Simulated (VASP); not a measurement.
LiCl:

```
Li Cl
1.0
     0.00000    2.62095    2.55603
     2.55603    0.00000    2.55603
     2.55603    2.62095    0.00000
Li Cl
1 1
Cartesian
  0.0000 0.0000 0.0000
  2.5560 2.6209 2.5560
```

This cell differs from its parent crystal: uniaxial y strain +2.5%.

Program: VASP 6.6.1. Alike in all runs: task single point; potentials or basis VASP PAW PBE potentials, release 64 (Li_sv, Cl); no spin polarisation; cell as given; cutoff (eV) 520. Hardware: 1 thread of Oxide Virtual Turin-like Processor (shared host).

Q: Order these runs on this cell by their wall time, lowest first.
A. level PBE; k mesh 8 × 8 × 8; smearing fermi-dirac 0.02 eV
B. level r2SCAN; k mesh 8 × 8 × 8; smearing gaussian 0.01 eV
C. level HSE06; k mesh 6 × 6 × 6; smearing gaussian 0.01 eV; grid for exact exchange (PRECFOCK) Normal; screening parameter 0.2079 1/Å

A: A (20 s), B (80 s), C (1000 s).
